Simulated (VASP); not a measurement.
A run of VASP 6.6.1:

The input POSCAR:

```
Cu
1.0
    0.0939584367      1.8556791239      1.8556791239
    1.8556791239      0.0939584367      1.8556791239
    1.8556791239      1.8556791239      0.0939584367
Cu
1
Direct
    0.0000000000      0.0000000000      0.0000000000
```

The input INCAR.step1:

```
PREC = Accurate
ENCUT = 520
ISMEAR = 0
SIGMA = 0.15
LREAL = False
LASPH = True
NELM = 100
NBANDS = 12
GGA = PE
ALGO = Normal
EDIFF = 1E-4
LWAVE = True
LCHARG = False
```

INCAR.step2

```
PREC = Accurate
ENCUT = 520
EDIFF = 1E-7
ISMEAR = 0
SIGMA = 0.15
LREAL = False
LASPH = True
NELM = 100
ALGO = Normal
ISIF = 2
LWAVE = False
LCHARG = False
METAGGA = R2SCAN
LMIXTAU = True
NBANDS = 12
ISTART = 1
```

KPOINTS

```
regular mesh
0
Gamma
  24 24 24
```

Potentials or basis: VASP PAW PBE potentials, release 64 (Cu).

The run is started by

```console
$ cat potpaw_PBE.64/Cu/POTCAR > POTCAR
$ cp INCAR.step1 INCAR
$ mpirun -np 1 vasp_std > vasp.out
$ cp INCAR.step2 INCAR
$ mpirun -np 1 vasp_std > vasp.out
```

Hardware: 1 thread of AMD EPYC 7R13 Processor (Zen 3), on a shared host.

Q: Estimate the wall time of this run.

A: It took 9.3 min on 1 thread of AMD EPYC 7R13 Processor (Zen 3), on a shared host, peak memory 0.25 GiB. Counts: k points 1313.
